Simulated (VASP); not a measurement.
BaOs3: single point with PBEsol

Crystal: BaOs3.

```
Ba Os
1.0
     4.13977    0.00000    0.00000
     0.00000    4.13977    0.00000
     0.00000    0.00000    4.13977
Ba Os
1 3
Cartesian
  0.0000 0.0000 0.0000
  0.0000 2.0699 2.0699
  2.0699 2.0699 0.0000
  2.0699 0.0000 2.0699
```

```yaml
Program: VASP 6.6.1
Task: single point
Functional: PBEsol
Potentials_or_basis: VASP PAW PBE potentials, release 64 (Ba_sv, Os)
Cutoff: 520 eV
k_mesh: 8 × 8 × 8
Occupations: gaussian, width 0.05 eV
Spin: no spin polarisation
```

```
Pressure               : 2.3 GPa
Band gap on the k mesh : zero (bands 17 and 18 overlap by 2.12 eV)
```

Levels at points of the mesh, in eV from the Fermi level:
```
           k point  band 13  band 14  band 15  band 16  band 17  band 18  band 19  band 20  band 21  band 22
(0.00, 0.00, 0.00)    -1.12    -1.12     0.77     0.77     1.95     2.48     2.48     2.48     4.41     4.41
(0.50, 0.00, 0.00)    -1.58    -1.58    -0.88    -0.53     0.23     0.23     0.26     1.03     2.49     3.70
(0.50, 0.50, 0.00)    -1.24    -1.24    -0.85    -0.10    -0.05    -0.05     0.06     0.12     0.16     4.04
(0.50, 0.50, 0.50)    -1.27    -1.27    -0.51    -0.51    -0.17     2.00     2.00     2.00     4.64     4.64
```

Wall time 47 s on 1 thread of Intel(R) Xeon(R) Platinum 8259CL CPU @ 2.50GHz (Skylake/Cascade Lake), with other jobs on the host, peak memory 0.21 GiB.

Caveat: the PAW data sets were made with another functional, which shifts forces and pressure a little; spin-orbit coupling is left out, which moves the levels of the heavy elements.
